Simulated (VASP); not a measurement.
A run of VASP 6.6.1:

INCAR

```
PREC = Accurate
ENCUT = 500
EDIFF = 1E-7
ISMEAR = 0
SIGMA = 0.02
LREAL = False
LASPH = True
NELM = 120
ALGO = Normal
ISIF = 3
LWAVE = False
LCHARG = False
GGA = PS
IBRION = 2
NSW = 100
EDIFFG = -0.002
PSTRESS = 194.0
GGA_COMPAT = False
NELMIN = 4
```

KPOINTS

```
regular mesh
0
Gamma
  10 10 10
```

POSCAR

```
BAs
1.0
    0.0000000000      2.2977250902      2.2977250902
    2.2977250902      0.0000000000      2.2977250902
    2.2977250902      2.2977250902      0.0000000000
B As
1 1
Direct
    0.0000000000      0.0000000000      0.0000000000
    0.2500000000      0.2500000000      0.2500000000
```

Potentials or basis: VASP PAW PBE potentials, release 64 (B, As).

Command:

```bash
$ cat potpaw_PBE.64/B/POTCAR potpaw_PBE.64/As/POTCAR > POTCAR
$ mpirun -np 1 vasp_std > vasp.out
```

Hardware: 1 thread of Intel(R) Xeon(R) 6975P-C (Granite Rapids) (shared host).

Task: Estimate the wall time of this run.

Result: It took 9.2 s on 1 thread of Intel(R) Xeon(R) 6975P-C (Granite Rapids) (shared host), peak memory 0.14 GiB. Counts: scf iterations 26, k points 47, ion steps 3.
